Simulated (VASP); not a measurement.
# AlN (P1) in VASP: a series of runs

AlN is run at these levels: PBE; tasks: single point.

All numbers are computed with VASP 6.6.1; they aren't measurements. Logs are shortened: lines on timing, memory, paths and dates and some standing lists are left out, and cuts for length are marked.

### Step 1. The cell of the first run

The typed cell holds 16 atoms: a = 5.914 Å, b = 3.130 Å, c = 10.858 Å, α = 68.88°, β = 66.58°, γ = 74.65°.

### Step 2. Single point, PBE

Contents of INCAR:

```
SYSTEM = AlN
ALGO = Normal
EDIFF = 1E-6
ENCUT = 520
GGA = PE
ISIF = 2
ISMEAR = 0
LASPH = .True.
LCHARG = .False.
LREAL = Auto
LWAVE = .False.
NBANDS = 46
NELM = 80
PREC = Accurate
SIGMA = 0.05
```

Contents of KPOINTS:

```
k-points
0
Gamma
  4 8 3
  0 0 0
```

Contents of POSCAR:

```
AlN
1.0
   -1.5651197814     -2.7108669814      5.0179796556
    1.5651197814     -2.7108669814      0.0000000000
    7.8255989073      0.0000000000      7.5269694834
Al N
8 8
Direct
    0.6189054485      0.9500778849      0.0981155127
    0.4939054484      0.0750778849      0.8481155127
    0.2439054485      0.3250778849      0.3481155127
   -0.1310945515      0.7000778849      0.5981155127
    0.8064054484      0.0959112183      0.3064488460
    0.1814054484      0.7209112183      0.0564488460
    0.4314054484      0.4709112183      0.5564488460
    0.0564054484     -0.1540887817      0.8064488460
    0.8573695516      0.7116137817      0.1935011540
   -0.2676304484     -0.1633862183      0.9435011540
    0.4823695516      0.0866137817      0.4435011540
    0.1073695516      0.4616137817      0.6935011540
    0.0448695516     -0.1425528849      0.4018344873
    0.4198695516      0.4824471151      0.1518344873
    0.6698695515      0.2324471151      0.6518344873
    0.2948695516     -0.3925528849      0.9018344873
```

Potentials or basis: VASP PAW PBE potentials, release 64 (Al, N).

Run with:

```
cat potpaw_PBE.64/Al/POTCAR potpaw_PBE.64/N/POTCAR > POTCAR
mpirun -np 1 vasp_std > vasp.out
```

OUTCAR:

```text
SYSTEM = AlN
   EDIFF = 1E-6
   ENCUT = 520
   GGA = PE
   ISIF = 2
   ISMEAR = 0
   LASPH = .True.
   LREAL = Auto
   NELM = 80
   PREC = Accurate

 ion  position               nearest neighbor table
   1  0.619  0.950  0.098-  10 1.67  14 1.90  14 1.90   9 1.91   2 2.96   6 3.09   5 3.09   5 3.09
                             6 3.09   6 3.09   3 3.13   3 3.13   8 3.26
   2  0.494  0.075  0.848-  16 1.90  15 1.90  16 1.90  10 1.91   6 2.39   1 2.96   8 3.09   8 3.09
                             8 3.09   7 3.09   4 3.13   4 3.13   6 3.26
   3  0.244  0.325  0.348-  14 1.90  13 1.90  13 1.90  11 1.91   5 3.09   7 3.09   7 3.09   5 3.09
                             6 3.09   5 3.09   4 3.13   1 3.13   4 3.13   1 3.13
   4  0.869  0.700  0.598-  13 1.90  15 1.90  15 1.90  12 1.91   7 3.09   8 3.09   8 3.09   7 3.09
                             5 3.09   7 3.09   3 3.13   3 3.13   2 3.13   2 3.13
   5  0.806  0.096  0.306-   9 1.90   9 1.90  11 1.90  13 1.91   3 3.09   1 3.09   1 3.09   3 3.09
                             4 3.09   3 3.09   7 3.13   6 3.13   7 3.13   6 3.13
   6  0.181  0.721  0.056-  16 1.67   9 1.90  14 1.91   2 2.39   8 2.96   1 3.09   1 3.09   3 3.09
                             1 3.09   5 3.13   5 3.13   2 3.26
   7  0.431  0.471  0.556-  11 1.90  11 1.90  12 1.90  15 1.91   4 3.09   3 3.09   3 3.09   2 3.09
                             4 3.09   4 3.09   8 3.13   5 3.13   8 3.13   5 3.13
   8  0.056  0.846  0.806-  12 1.90  12 1.90  10 1.90  16 1.91   6 2.96   4 3.09   4 3.09   2 3.09
                             2 3.09   2 3.09   7 3.13   7 3.13   1 3.26
   9  0.857  0.712  0.194-   5 1.90   5 1.90   6 1.90   1 1.91
  10  0.732  0.837  0.944-   1 1.67   8 1.90   2 1.91
  11  0.482  0.087  0.444-   7 1.90   7 1.90   5 1.90   3 1.91
  12  0.107  0.462  0.694-   8 1.90   8 1.90   7 1.90   4 1.91
  13  0.045  0.857  0.402-   4 1.90   3 1.90   3 1.90   5 1.91
  14  0.420  0.482  0.152-   3 1.90   1 1.90   1 1.90   6 1.91
  15  0.670  0.232  0.652-   2 1.90   4 1.90   4 1.90   7 1.91
  16  0.295  0.607  0.902-   6 1.67   2 1.90   2 1.90   8 1.91

  LATTYP: Found a triclinic cell.
 ALAT       =    13.6057276493
 B/A-ratio  =     0.5429706668
 C/A-ratio  =     0.7416771124
 COS(alpha) =     0.0282709867
 COS(beta)  =     0.7035022667
 COS(gamma) =     0.7101652492

  Lattice vectors:

 A1 = (  -7.8255989073, -10.8434679256,   2.5089898278)
 A2 = (   0.0000000000,  -5.4217339628,   5.0179796556)
 A3 = (  -9.3907186887,  -2.7108669814,  -2.5089898278)

Analysis of symmetry for initial positions (statically):
=====================================================================
 Subroutine PRICEL returns:
 Original cell was already a primitive cell.

 Routine SETGRP: Setting up the symmetry group for a
 triclinic supercell.

 Subroutine GETGRP returns: Found  1 space group operations
 (whereof  1 operations were pure point group operations)
 out of a pool of  2 trial point group operations.

The static configuration has the point symmetry C_1 .

Analysis of symmetry for dynamics (positions and initial velocities):
=====================================================================
 Subroutine PRICEL returns:
 Original cell was already a primitive cell.

 Routine SETGRP: Setting up the symmetry group for a
 triclinic supercell.

 Subroutine GETGRP returns: Found  1 space group operations
 (whereof  1 operations were pure point group operations)
 out of a pool of  2 trial point group operations.

The dynamic configuration has the point symmetry C_1 .

 Subroutine INISYM returns: Found  1 space group operations
 (whereof  1 operations are pure point group operations),
 and found     1 'primitive' translations

----------------------------------------------------------------------------------------

                                     Primitive cell

  volume of cell :     170.3235

  direct lattice vectors                    reciprocal lattice vectors
    -1.565119781 -2.710866981  5.017979656    -0.119799138 -0.069166064  0.124552119
     1.565119781 -2.710866981  0.000000000     0.119799138 -0.299719612 -0.124552119
     7.825598907  0.000000000  7.526969483     0.079866092  0.046110710  0.049820848

  length of vectors
     5.914264075  3.130239563 10.857958734     0.186142441  0.345972412  0.104818448

  position of ions in fractional coordinates (direct lattice)
     0.618905449  0.950077885  0.098115513
     0.493905448  0.075077885  0.848115513
     0.243905449  0.325077885  0.348115513
     0.868905449  0.700077885  0.598115513
     0.806405448  0.095911218  0.306448846
     0.181405448  0.720911218  0.056448846
[... 8 lines left out ...]
     0.669869551  0.232447115  0.651834487
     0.294869552  0.607447115  0.901834487

  ion indices of the primitive-cell ions
   primitive index   ion index
                 1           1
                 2           2
                 3           3
                 4           4
                 5           5
                 6           6
[... 8 lines left out ...]
                15          15
                16          16

----------------------------------------------------------------------------------------

 KPOINTS: k-points

Automatic generation of k-mesh.
 Grid dimensions read from file:
 generate k-points for:    4    8    3

 Generating k-lattice:

  Cartesian coordinates                     Fractional coordinates (reciprocal lattice)
    -0.029949784 -0.017291516  0.031138030     0.250000000 -0.000000000 -0.000000000
     0.014974892 -0.037464952 -0.015569015     0.000000000  0.125000000  0.000000000
     0.026622031  0.015370237  0.016606949    -0.000000000 -0.000000000  0.333333333

  Length of vectors
     0.046535610  0.043246551  0.034939483

  Shift w.r.t. Gamma in fractional coordinates (k-lattice)
     0.000000000  0.000000000  0.000000000

 Subroutine IBZKPT returns following result:
 ===========================================

 Found     50 irreducible k-points:

 Following reciprocal coordinates:
            Coordinates               Weight
  0.000000  0.000000  0.000000      1.000000
  0.250000 -0.000000 -0.000000      2.000000
  0.500000 -0.000000 -0.000000      1.000000
  0.000000  0.125000  0.000000      2.000000
  0.250000  0.125000 -0.000000      2.000000
  0.500000  0.125000 -0.000000      2.000000
[... 16 lines left out ...]
  0.000000  0.125000  0.333333      2.000000
  0.250000  0.125000  0.333333      2.000000
 [... further k-points ...]
   k-points           NKPTS =     50   k-points in BZ     NKDIM =     50   number of bands    NBANDS=     46
   number of dos      NEDOS =    301   number of ions     NIONS =     16
   total plane-waves  NPLWV =  96768
   dimension x,y,z NGX =    48 NGY =   24 NGZ =   84
   dimension x,y,z NGXF=    96 NGYF=   48 NGZF=  168
   ions per type =               8   8
   NGX,Y,Z   is equivalent  to a cutoff of  13.49, 12.75, 12.86 a.u.
   NGXF,Y,Z  is equivalent  to a cutoff of  26.98, 25.49, 25.72 a.u.
 SYSTEM =  AlN
   PREC   = accura    normal or accurate (medium, high low for compatibility)
   ISTART =      0    job   : 0-new  1-cont  2-samecut
   ICHARG =      2    charge: 1-file 2-atom 10-const
   ISPIN  =      1    spin polarized calculation?
   LNONCOLLINEAR =      F non collinear calculations
   LSORBIT =      F    spin-orbit coupling
   LASPH  =      T    aspherical Exc in radial PAW
   ENCUT  =  520.0 eV  38.22 Ry    6.18 a.u.  11.00  5.82 20.19*2*pi/ulx,y,z
   NELM   =     80;   NELMIN=  2; NELMDL= -5     # of ELM steps
   EDIFF  = 0.1E-05   stopping-criterion for ELM
   LREAL  =      T    real-space projection
   EDIFFG = 0.1E-04   stopping-criterion for IOM
   NSW    =      0    number of steps for IOM
   IBRION =     -1    ionic relax: 0-MD 1-quasi-New 2-CG
   NFREE  =      0    steps in history (QN), initial steepest desc. (CG)
   ISIF   =      2    stress and relaxation
   ISYM   =      2    0-nonsym 1-usesym 2-fastsym
   POTIM  = 0.5000    time-step for ionic-motion
   TEBEG  =    0.0;   TEEND  =   0.0 temperature during run
   PSTRESS=    0.0 pullay stress
   NELECT =      64.0000    total number of electrons
   NUPDOWN=      -1.0000    fix difference up-down
   EMIN   =  10.00;   EMAX   =-10.00  energy-range for DOS
   EFERMI =   0.00;   METHOD = LEGACY
   ISMEAR =     0;   SIGMA  =   0.05  broadening in eV -4-tet -1-fermi 0-gaus
   EFERMI_NEDOS =   21; number of points for ismear=-14 and -15
   IALGO  =     38    algorithm
   IMIX   =      4    mixing-type and parameters
     AMIX     =   0.40;   BMIX     =  1.00
     AMIX_MAG =   1.60;   BMIX_MAG =  1.00
  volume/ion in A,a.u.               =      10.65        71.84
  Fermi-wavevector in a.u.,A,eV,Ry     =   1.181345  2.232418 18.987951  1.395575
  Thomas-Fermi vector in A             =   2.317620
   LORBIT       =      0    0 simple, 1 ext, 2 COOP (PROOUT), +10 PAW based schemes
   GGA     = PE    functional components
   LHFCALC =     F    Hartree Fock is set to
   AEXX    =    0.0000 exact exchange contribution
   IVDW    =     0    specifies the selected vdW correction
   LEPSILON=     F    determine dielectric tensor
   LRPA    =     F    only Hartree local field effects (RPA)
 non-spin polarized calculation
 Gauss-broadening in eV      SIGMA  =   0.05
  energy-cutoff  :      520.00
  volume of cell :      170.32
 maximum number of plane-waves:      4607
 NGX is ok and might be reduce to    48
   NGX = 21   NGY = 11   NGZ = 41

 number of electron      63.9999996 magnetization

 Free energy of the ion-electron system (eV)
  ---------------------------------------------------
  ext. energy  EPLUGINS =         0.00000000
  ---------------------------------------------------
  free energy    TOTEN  =      -114.64278895 eV

  energy without entropy =     -114.64274290  energy(sigma->0) =     -114.64276593

 E-fermi :   8.3046     XC(G=0): -10.8216

 val. band max:        8.2056145930   @ k =   0.5000  -0.0000   0.3333
 cond. band min:       8.3860868573   @ k =   0.0000   0.0000   0.0000
 fundamental gap:      0.1804722643
 Fermi energy:         8.3045873525

 k-point     1 :       0.0000    0.0000    0.0000
  band No.  band energies     occupation
      1      -9.6596      2.00000
      2      -8.7314      2.00000
      3      -8.2346      2.00000
      4      -7.2605      2.00000
      5      -7.1392      2.00000
      6      -6.9970      2.00000
[... 1117 lines left out ...]
     43      14.5952      0.00000
     44      14.9907      0.00000

 [... further k-points ...]

 [bands above 44 left out]

------------------------ aborting loop because EDIFF is reached ----------------------------------------

  FORCE on cell =-STRESS in cart. coord.  units (eV):
  Direction    XX          YY          ZZ          XY          YZ          ZX
  --------------------------------------------------------------------------------------
  -------------------------------------------------------------------------------------
  Total       14.9524353      5.9925277     -0.1925886      5.2661891     -0.7820537      5.9364843
  in kB      140.6526253     56.3697312     -1.8116171     49.5373033     -7.3565208     55.8425491
  external PRESSURE =      65.0702465 kB  Pullay stress =       0.0000000 kB

 VOLUME and BASIS-vectors are now :
 -----------------------------------------------------------------------------
  energy-cutoff  :      520.00
  volume of cell :      170.32
      direct lattice vectors                 reciprocal lattice vectors
    -1.565119781 -2.710866981  5.017979656    -0.119799138 -0.069166064  0.124552119
     1.565119781 -2.710866981  0.000000000     0.119799138 -0.299719612 -0.124552119
     7.825598907  0.000000000  7.526969483     0.079866092  0.046110710  0.049820848

 POSITION                                       TOTAL-FORCE (eV/Angst)
 -----------------------------------------------------------------------------------
      1.28614     -4.25331      3.84417         2.115655     -0.589425      0.869170
      5.98150     -1.54244      8.86215        -2.949895     -2.487619      2.319713
      2.85126     -1.54244      3.84417        -0.000385      0.035365     -0.180955
      4.41638     -4.25331      8.86215         0.084400      0.058990      0.181683
      1.28614     -2.44606      6.35316         0.178871      0.143854      0.334099
      1.28614     -2.44606      1.33518         5.673208      2.592205      2.709418
[... 8 lines left out ...]
      4.41638     -2.44606      8.26773         0.180565      0.149984     -0.348514
      7.54662     -2.44606      8.26773        -2.801089      0.512598     -1.876363
 -----------------------------------------------------------------------------------
    total drift:                               -0.010974      0.007975     -0.010506

  FREE ENERGIE OF THE ION-ELECTRON SYSTEM (eV)
  ---------------------------------------------------
  free  energy   TOTEN  =      -114.6427889506 eV

  energy  without entropy=     -114.6427429002  energy(sigma->0) =     -114.64276593
```

It took 5.4 min on 1 thread of Intel Xeon 6975P-C (Granite Rapids), shared host; peak memory 0.43 GiB.

What came out:

| Property | Result |
| --- | --- |
| Free energy | -114.6428 eV |
| Pressure | 6.5 GPa |
| Largest force | 6.800 eV/Å |
| Band gap on the k mesh | 0.18 eV, indirect (least direct gap 0.20 eV) |

Forces on the atoms (eV/Å):
```
Al   2.116 -0.589  0.869
Al  -2.950 -2.488  2.320
Al   0.000  0.035 -0.181
Al   0.084  0.059  0.182
Al   0.179  0.144  0.334
Al   5.673  2.592  2.709
Al   0.023  0.012 -0.079
Al   1.339  0.847 -1.848
N   -0.358 -0.753  0.215
N   -5.434 -2.173 -1.977
N   -0.207 -0.150  0.001
N   -0.515 -0.403  0.497
N    0.217  0.149 -0.049
N    2.453  2.055 -0.768
N    0.181  0.150 -0.349
N   -2.801  0.513 -1.876
```

Caveat: forces of over 1 eV/Å act on the atoms, so gaps and moduli don't describe the material at rest. A k mesh can miss the band edges.

(Continued in part 2 of 2.)
